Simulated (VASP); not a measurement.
# BN (Fmm2) in VASP: notebook

BN is run at these levels: PBE+D3(BJ); tasks: single point.

All numbers are computed with VASP 6.6.1; they aren't measurements. Logs are shortened: lines on timing, memory, paths and dates and some standing lists are left out, and cuts for length are marked.

## Step 1: The cell of the first run

It takes space group Fmm2 (No. 42, orthorhombic). Conventional cell: a = 2.541 Å, b = 7.095 Å, c = 4.462 Å, α = 90.00°, β = 90.00°, γ = 90.00°. B (site symmetry mm2) has 3 N at 1.47 to 1.49 Å within 2.0 Å. N (site symmetry mm2) has 3 B at 1.47 to 1.49 Å within 2.0 Å.

## Step 2: Single point, PBE+D3(BJ) (strain +0.015 along x and y, +0.030 along z)

INCAR

```
SYSTEM = BN
PREC = Accurate
ENCUT = 520
EDIFF = 1E-6
ISMEAR = 0
SIGMA = 0.05
LREAL = .FALSE.
LASPH = .TRUE.
NELM = 60
ALGO = Normal
ISIF = 2
LWAVE = .FALSE.
LCHARG = .TRUE.
GGA = PE
IVDW = 12
LELF = .TRUE.
LVHAR = .TRUE.
NBANDS = 11
```

KPOINTS

```
Automatic mesh
0
G
  12 12 12
  0 0 0
```

POSCAR

```
BN
1.0
    0.0000000000      3.5477455674      2.2310739772
    1.2704065815      0.0000000000      2.2310739772
    1.2704065815      3.5477455674      0.0000000000
B N
1 1
Direct
    0.0000486500      0.0000486500      0.9999513500
    0.6666513400      0.6666513400      0.3333486600
```

Potentials or basis: VASP PAW PBE potentials, release 64 (B, N).

Run with:

```bash
> cat potpaw_PBE.64/B/POTCAR potpaw_PBE.64/N/POTCAR > POTCAR
> mpirun -np 1 vasp_std > vasp.out
```

OUTCAR:

```text
SYSTEM = BN
   PREC = Accurate
   ENCUT = 520
   EDIFF = 1E-6
   ISMEAR = 0
   LREAL = .FALSE.
   LASPH = .TRUE.
   NELM = 60
   ISIF = 2
   GGA = PE
   IVDW = 12
 IVDW          = 12

 ion  position               nearest neighbor table
   1  0.000  0.000  1.000-   2 1.47   2 1.47   2 1.49
   2  0.667  0.667  0.333-   1 1.47   1 1.47   1 1.49

  LATTYP: Found a face centered orthorhombic cell.
 ALAT       =     2.5408131630
 B/A-ratio  =     1.7561889317
 C/A-ratio  =     2.7926064136

  Lattice vectors:

 A1 = (   0.0000000000,   3.5477455674,   2.2310739772)
 A2 = (  -1.2704065815,   3.5477455674,   0.0000000000)
 A3 = (  -1.2704065815,   0.0000000000,   2.2310739772)

Analysis of symmetry for initial positions (statically):
=====================================================================
 Subroutine PRICEL returns:
 Original cell was already a primitive cell.

 Routine SETGRP: Setting up the symmetry group for a
 face centered orthorhombic supercell.

 Subroutine GETGRP returns: Found  4 space group operations
 (whereof  4 operations were pure point group operations)
 out of a pool of  8 trial point group operations.

The static configuration has the point symmetry C_2v.

Analysis of symmetry for dynamics (positions and initial velocities):
=====================================================================
 Subroutine PRICEL returns:
 Original cell was already a primitive cell.

 Routine SETGRP: Setting up the symmetry group for a
 face centered orthorhombic supercell.

 Subroutine GETGRP returns: Found  4 space group operations
 (whereof  4 operations were pure point group operations)
 out of a pool of  8 trial point group operations.

The dynamic configuration has the point symmetry C_2v.

 Subroutine INISYM returns: Found  4 space group operations
 (whereof  4 operations are pure point group operations),
 and found     1 'primitive' translations

----------------------------------------------------------------------------------------

                                     Primitive cell

  volume of cell :      20.1113

  direct lattice vectors                    reciprocal lattice vectors
     0.000000000  3.547745567  2.231073977    -0.393574787  0.140934571  0.224107316
     1.270406582  0.000000000  2.231073977     0.393574787 -0.140934571  0.224107316
     1.270406582  3.547745567  0.000000000     0.393574787  0.140934571 -0.224107316

  length of vectors
     4.190965247  2.567415816  3.768345989     0.474328742  0.474328742  0.474328742

  position of ions in fractional coordinates (direct lattice)
     0.000048650  0.000048650  0.999951350
     0.666651340  0.666651340  0.333348660

  ion indices of the primitive-cell ions
   primitive index   ion index
                 1           1
                 2           2

----------------------------------------------------------------------------------------

 KPOINTS: Automatic mesh

Automatic generation of k-mesh.
 Grid dimensions read from file:
 generate k-points for:   12   12   12

 Generating k-lattice:

  Cartesian coordinates                     Fractional coordinates (reciprocal lattice)
    -0.032797899  0.011744548  0.018675610     0.083333333 -0.000000000 -0.000000000
     0.032797899 -0.011744548  0.018675610     0.000000000  0.083333333  0.000000000
     0.032797899  0.011744548 -0.018675610     0.000000000  0.000000000  0.083333333

  Length of vectors
     0.039527395  0.039527395  0.039527395

  Shift w.r.t. Gamma in fractional coordinates (k-lattice)
     0.000000000  0.000000000  0.000000000

 Subroutine IBZKPT returns following result:
 ===========================================

 Found    280 irreducible k-points:

 Following reciprocal coordinates:
            Coordinates               Weight
  0.000000  0.000000  0.000000      1.000000
  0.083333  0.000000  0.000000      8.000000
  0.166667 -0.000000 -0.000000      8.000000
  0.250000 -0.000000  0.000000      8.000000
  0.333333 -0.000000 -0.000000      8.000000
  0.416667 -0.000000 -0.000000      8.000000
[... 16 lines left out ...]
  0.500000  0.166667  0.000000      8.000000
 -0.416667  0.166667  0.000000      8.000000
 [... further k-points ...]
   k-points           NKPTS =    280   k-points in BZ     NKDIM =    280   number of bands    NBANDS=     11
   number of dos      NEDOS =    301   number of ions     NIONS =      2
   total plane-waves  NPLWV =  17920
   dimension x,y,z NGX =    32 NGY =   20 NGZ =   28
   dimension x,y,z NGXF=    64 NGYF=   40 NGZF=   56
   ions per type =               1   1
   NGX,Y,Z   is equivalent  to a cutoff of  12.69, 12.95, 12.35 a.u.
   NGXF,Y,Z  is equivalent  to a cutoff of  25.39, 25.90, 24.71 a.u.
 SYSTEM =  BN
   PREC   = accura    normal or accurate (medium, high low for compatibility)
   ISTART =      0    job   : 0-new  1-cont  2-samecut
   ICHARG =      2    charge: 1-file 2-atom 10-const
   ISPIN  =      1    spin polarized calculation?
   LNONCOLLINEAR =      F non collinear calculations
   LSORBIT =      F    spin-orbit coupling
   LASPH  =      T    aspherical Exc in radial PAW
   ENCUT  =  520.0 eV  38.22 Ry    6.18 a.u.   7.79  4.77  7.01*2*pi/ulx,y,z
   NELM   =     60;   NELMIN=  2; NELMDL= -5     # of ELM steps
   EDIFF  = 0.1E-05   stopping-criterion for ELM
   LREAL  =      F    real-space projection
   EDIFFG = 0.1E-04   stopping-criterion for IOM
   NSW    =      0    number of steps for IOM
   IBRION =     -1    ionic relax: 0-MD 1-quasi-New 2-CG
   NFREE  =      0    steps in history (QN), initial steepest desc. (CG)
   ISIF   =      2    stress and relaxation
   ISYM   =      2    0-nonsym 1-usesym 2-fastsym
   POTIM  = 0.5000    time-step for ionic-motion
   TEBEG  =    0.0;   TEEND  =   0.0 temperature during run
   PSTRESS=    0.0 pullay stress
   NELECT =       8.0000    total number of electrons
   NUPDOWN=      -1.0000    fix difference up-down
   EMIN   =  10.00;   EMAX   =-10.00  energy-range for DOS
   EFERMI =   0.00;   METHOD = LEGACY
   ISMEAR =     0;   SIGMA  =   0.05  broadening in eV -4-tet -1-fermi 0-gaus
   EFERMI_NEDOS =   21; number of points for ismear=-14 and -15
   IALGO  =     38    algorithm
   IMIX   =      4    mixing-type and parameters
     AMIX     =   0.40;   BMIX     =  1.00
     AMIX_MAG =   1.60;   BMIX_MAG =  1.00
  volume/ion in A,a.u.               =      10.06        67.86
  Fermi-wavevector in a.u.,A,eV,Ry     =   1.203996  2.275223 19.723097  1.449607
  Thomas-Fermi vector in A             =   2.339734
   LORBIT       =      0    0 simple, 1 ext, 2 COOP (PROOUT), +10 PAW based schemes
   GGA     = PE    functional components
   LHFCALC =     F    Hartree Fock is set to
   AEXX    =    0.0000 exact exchange contribution
   IVDW    =    12    specifies the selected vdW correction
   LEPSILON=     F    determine dielectric tensor
   LRPA    =     F    only Hartree local field effects (RPA)
 non-spin polarized calculation
 Gauss-broadening in eV      SIGMA  =   0.05
  energy-cutoff  :      520.00
  volume of cell :       20.11
 maximum number of plane-waves:       558
   NGX = 15   NGY =  9   NGZ = 13

 number of electron       8.0000000 magnetization

 Free energy of the ion-electron system (eV)
  ---------------------------------------------------
  ext. energy  EPLUGINS =         0.00000000
  ---------------------------------------------------
  free energy    TOTEN  =       -17.54935884 eV

  energy without entropy =      -17.54935884  energy(sigma->0) =      -17.54935884

 E-fermi :   1.8669     XC(G=0):  -9.5134

 val. band max:        1.6129524995   @ k =   0.5000  -0.3333   0.1667
 cond. band min:       5.3266734173   @ k =   0.0000   0.5000   0.5000
 fundamental gap:      3.7137209178
 Fermi energy:         1.8668641901

 k-point     1 :       0.0000    0.0000    0.0000
  band No.  band energies     occupation
      1     -15.8682      2.00000
      2      -2.5902      2.00000
      3       0.0748      2.00000
      4       0.1481      2.00000
      5       6.3848      0.00000
      6      12.3764      0.00000
      7      12.7710      0.00000
      8      13.7965      0.00000
      9      14.8897      0.00000
     10      26.0927      0.00000
     11      27.5158      0.00000

 k-point     2 :       0.0833    0.0000    0.0000
  band No.  band energies     occupation
      1     -15.7354      2.00000
      2      -2.4615      2.00000
      3      -0.4168      2.00000
      4      -0.1513      2.00000
      5       6.6940      0.00000
      6      12.4794      0.00000
      7      13.0993      0.00000
      8      13.3561      0.00000
      9      15.3601      0.00000
     10      26.0226      0.00000
     11      26.4941      0.00000

 k-point     3 :       0.1667   -0.0000   -0.0000
  band No.  band energies     occupation
      1     -15.3455      2.00000
      2      -2.0871      2.00000
      3      -1.7622      2.00000
      4      -0.7556      2.00000
      5       7.4974      0.00000
      6      12.1179      0.00000
      7      12.3373      0.00000
      8      14.5780      0.00000
      9      16.4851      0.00000
     10      23.4073      0.00000
     11      27.0205      0.00000
[... 267 lines left out ...]
 k-point    23 :       0.5000    0.1667    0.0000
  band No.  band energies     occupation
      1     -12.9791      2.00000
      2      -6.2872      2.00000
      3      -3.7412      2.00000
      4       0.6988      2.00000
      5       6.7956      0.00000
      6      11.9105      0.00000
      7      14.0072      0.00000
      8      16.4637      0.00000
      9      18.7651      0.00000
     10      21.6759      0.00000
     11      23.3108      0.00000

 k-point    24 :      -0.4167    0.1667    0.0000
  band No.  band energies     occupation
      1     -12.6382      2.00000
      2      -6.7875      2.00000
      3      -3.8912      2.00000
      4       1.0329      2.00000
      5       6.1755      0.00000
      6      12.3638      0.00000
      7      14.5260      0.00000
      8      16.2740      0.00000
      9      19.3410      0.00000
     10      21.0171      0.00000
     11      23.0423      0.00000

 [... further k-points ...]

------------------------ aborting loop because EDIFF is reached ----------------------------------------

 Edisp (eV)   -0.24931

 E8    (eV) :    -0.0725

  FORCE on cell =-STRESS in cart. coord.  units (eV):
  Direction    XX          YY          ZZ          XY          YZ          ZX
  --------------------------------------------------------------------------------------
  -------------------------------------------------------------------------------------
  Total      -1.77265    -0.14086    -2.92172     0.00000     0.00000     0.00000
  in kB    -141.21936   -11.22161  -232.76050     0.00000     0.00000     0.00000
  external pressure =     -128.40 kB  Pullay stress =        0.00 kB

 VOLUME and BASIS-vectors are now :
 -----------------------------------------------------------------------------
  energy-cutoff  :      520.00
  volume of cell :       20.11
      direct lattice vectors                 reciprocal lattice vectors
     0.000000000  3.547745567  2.231073977    -0.393574787  0.140934571  0.224107316
     1.270406582  0.000000000  2.231073977     0.393574787 -0.140934571  0.224107316
     1.270406582  3.547745567  0.000000000     0.393574787  0.140934571 -0.224107316

 POSITION                                       TOTAL-FORCE (eV/Angst)
 -----------------------------------------------------------------------------------
      1.27041      3.54775      0.00022         0.000000      0.000000     -0.100538
      1.27041      3.54775      2.97470         0.000000      0.000000      0.100538
 -----------------------------------------------------------------------------------
    total drift:                                0.000002      0.000003      0.000035

  FREE ENERGIE OF THE ION-ELECTRON SYSTEM (eV)
  ---------------------------------------------------
  free  energy   TOTEN  =       -17.7986700927 eV

  energy  without entropy=      -17.7986700927  energy(sigma->0) =      -17.79867009
```

Run time: 65 s. Hardware: 1 thread of AMD EPYC 7R13 (Zen 3), shared host; peak memory 0.17 GiB.

Results:

```yaml
Free_energy: -17.7987 eV
Pressure: -12.8 GPa
Largest_force: 0.101 eV/Å
Band_gap_on_the_k_mesh: 3.71 eV (least direct gap 4.40 eV)
Dispersion_energy_per_atom: -0.125 eV
```

Forces in eV/Å, atoms in the order of the input:
```
B    0.000  0.000 -0.101
N    0.000  0.000  0.101
```

Caveat: the cell differs from its parent crystal (strain +0.015 along x and y, +0.030 along z); the cell stands under tension.

## Step 3: Single point, PBE+D3(BJ) (strain +0.030 along x and y, +0.030 along z)

INCAR

```
ALGO = Normal
EDIFF = 1E-6
ENCUT = 520
GGA = PE
ISIF = 2
ISMEAR = 0
IVDW = 12
LASPH = True
LCHARG = False
LREAL = False
LWAVE = False
NBANDS = 11
NELM = 60
PREC = Accurate
SIGMA = 0.05
```

KPOINTS

```
k-points
0
Gamma
  12 12 12
```

POSCAR

```
BN
1.0
    0.0000000000      3.6001753049      2.2310739772
    1.2891810630      0.0000000000      2.2310739772
    1.2891810630      3.6001753049      0.0000000000
B N
1 1
Direct
    0.0000486500      0.0000486500      0.9999513500
    0.6666513400      0.6666513400      0.3333486600
```

Potentials or basis: VASP PAW PBE potentials, release 64 (B, N).

Run with:

```bash
> cat potpaw_PBE.64/B/POTCAR potpaw_PBE.64/N/POTCAR > POTCAR
> mpirun -np 1 vasp_std > vasp.out
```

Run time: 64 s. Hardware: 1 thread of AMD EPYC 7R13 (Zen 3), shared host; peak memory 0.17 GiB.

Results (log left out):

```yaml
Free_energy: -17.7608 eV
Pressure: -16.6 GPa
Largest_force: 0.006 eV/Å
Band_gap_on_the_k_mesh: 3.78 eV (least direct gap 4.34 eV)
Dispersion_energy_per_atom: -0.121 eV
```

Forces in eV/Å, atoms in the order of the input:
```
B    0.000  0.000  0.006
N    0.000  0.000 -0.006
```

Stress tensor (GPa, compression positive):
```
-24.33   0.00   0.00
  0.00  -1.25   0.00
  0.00   0.00 -24.26
```

Levels at points of the mesh, in eV from the valence-band top:
| k point | band 2 | band 3 | band 4 | band 5 | band 6 | band 7 |
| --- | --- | --- | --- | --- | --- | --- |
| (0.00, 0.00, 0.00) | -4.13 | -1.51 | -1.50 | 4.73 | 10.80 | 10.85 |
| (0.50, 0.00, 0.00) | -8.63 | -4.08 | -0.92 | 4.47 | 8.92 | 12.76 |
| (0.50, 0.50, 0.00) | -8.71 | -4.07 | -0.49 | 5.45 | 8.60 | 11.79 |
| (0.50, 0.00, 0.50) | -5.58 | -1.52 | -1.50 | 9.05 | 10.36 | 10.76 |
| (0.00, 0.50, 0.50) | -8.55 | -4.11 | -1.30 | 3.78 | 8.98 | 13.85 |

Caveat: the cell differs from its parent crystal (strain +0.030 along x and y, +0.030 along z); the cell stands under tension. A k mesh can miss the band edges.
